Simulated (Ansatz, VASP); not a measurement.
**Ru: VASP beside Ansatz**

```xyz
1
Lattice="0.0000 1.8957 1.8957 1.8957 0.0000 1.8957 1.8957 1.8957 0.0000" Properties=species:S:1:pos:R:3 pbc="T T T"
Ru    0.0000    0.0000    0.0000
```

Alike in both runs: task single point; functional r2SCAN; k mesh 8 × 8 × 8; occupations gaussian, width 0.1 eV; no spin polarisation.

```csv
,VASP,Ansatz
version,VASP 6.6.1,Ansatz 0.2.0
potentials or method,"VASP PAW PBE potentials, release 64 (Ru_pv), cutoff 520 eV","scalar-relativistic, plane waves, PAW"
valence electrons in the cell,14,16
```

|  | VASP | Ansatz | Ansatz less VASP |
| --- | --- | --- | --- |
| gap on the k mesh at the Fermi level (eV) | none | none | - |
| pressure (GPa) | -1.3 | -2.7 | -1.45 |

VASP's potentials were made for PBE, not for r2SCAN. A gap of «none» marks a metal or a gap that the smearing closes. The functional is the same, so the differences come from potentials, cutoffs and numerics. VASP's potentials hold 14 valence electrons a cell and Ansatz's 16, so a difference there can come from the potentials and not from the codes.
